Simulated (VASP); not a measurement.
Input of a VASP 6.6.1 run:

The input INCAR:

```
  ALGO = Normal
  EDIFF = 1E-6
  ENCUT = 620
  GGA = PE
  GGA_COMPAT = False
  ISIF = 2
  ISMEAR = -1
  LASPH = True
  LCHARG = False
  LREAL = Auto
  LWAVE = False
  NBANDS = 153
  NELM = 120
  PREC = Accurate
  SIGMA = 0.01
```

Contents of KPOINTS:

```
k-points
0
Gamma
  1 1 1
```

File POSCAR:

```
Mg16O17
1.0
   -4.2543812300      4.2543812300      4.2543812300
    4.2543812300     -4.2543812300      4.2543812300
    4.2543812300      4.2543812300     -4.2543812300
Mg O
16 17
Direct
   -0.0023750810     -0.0025491369     -0.0008486546
    0.0008632278      0.2528380608      0.7546914173
   -0.0009781681      0.5061853613      0.5079333241
    0.0008893185      0.7531314959      0.2547176526
    0.2550625911      0.0040256148      0.7576354411
    0.2316714104      0.2361759433      0.5021157918
    0.2316091217      0.5005208478      0.2378146069
    0.2552749604      0.7560352084      0.0058824065
    0.4974777495      0.0015256038      0.5034039933
    0.4957381311      0.2461032388      0.2477756325
    0.4974069989      0.5014347292      0.0030092508
    0.5048661330      0.7568931475      0.7585648360
    0.7476638383      0.0048909580      0.2507241223
    0.7476039001      0.2490003699      0.0065557125
    0.7654450375      0.4926408534      0.7766887407
    0.7648455378      0.7747683674      0.4939050796
    0.0014784759      0.0051939398      0.5040770641
   -0.0109851462      0.2473917929      0.2490930978
    0.0014293500      0.5022766848      0.0069722243
    0.0276030740      0.7665028881      0.7683872985
    0.2462037235     -0.0061724605      0.2519923444
    0.2460341336      0.2501037031     -0.0045624731
    0.2510902155      0.5022259136      0.7543235612
    0.2509449535      0.7525401056      0.5038890227
    0.5035518408      0.0041726397      0.0058735921
    0.4983342783      0.2522805179      0.7538951793
    0.4082945101      0.4324862772      0.4339406603
    0.4982603545      0.7520735277      0.2539800600
    0.7531893187      0.0158865641      0.7572638242
    0.7484503216      0.2512209043      0.5044899326
    0.7483555958      0.5028737164      0.2530726425
    0.7533205951      0.7557168308      0.0177770858
    0.6373037237      0.5987957736      0.6005976808
```

Potentials or basis: VASP PAW PBE potentials, release 64 (Mg_sv, O).

Run with:

```bash
$ cat potpaw_PBE.64/Mg_sv/POTCAR potpaw_PBE.64/O/POTCAR > POTCAR
$ mpirun -np 1 vasp_gam > vasp.out
```

(1) Predict the pressure.

(2) Predict the band gap on the k mesh.

(3) What does it give for the largest force?

Answers

(1) 6.4 GPa.

(2) 4.33 eV.

(3) 0.577 eV/Å.

Caveat: the k points lie up to 1.04 Å⁻¹ apart.
